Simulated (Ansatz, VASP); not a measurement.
## Two plane-wave programs on MgO

```
Mg O
1.0
     0.00000    2.01850    2.07905
     2.01850    0.00000    2.07905
     2.01850    2.01850    0.00000
Mg O
1 1
Direct
  0.00000 0.00000 0.00000
  0.50000 0.50000 0.50000
```

Change from the starting cell: z stretched by +3 %, ions relaxed.

Alike in both runs: functional PBE; k mesh 13 × 13 × 13; occupations fermi-dirac, width 0.02 eV; no spin polarisation.

Ansatz relaxed the structure, and its values are those at the end. VASP's run is a single point on that final structure, the one shown.

```csv
,VASP,Ansatz
version,VASP 6.6.1,Ansatz 0.2.0
potentials or method,"VASP PAW PBE potentials, release 64 (Mg, O)","plane-wave PAW, scalar-relativistic"
plane-wave cutoff (eV),520,420
valence electrons in the cell,8,16
```

|  | VASP | Ansatz | Ansatz less VASP |
| --- | --- | --- | --- |
| gap on the k mesh at the Fermi level (eV) | 5.70 | 5.71 | +0.013 |
| pressure (GPa) | 24.4 | 25.0 | +0.67 |

VASP's potentials hold 8 valence electrons a cell and Ansatz's 16, so a difference there can come from the potentials and not from the codes. Ansatz's warnings: stress scf threshold loose.
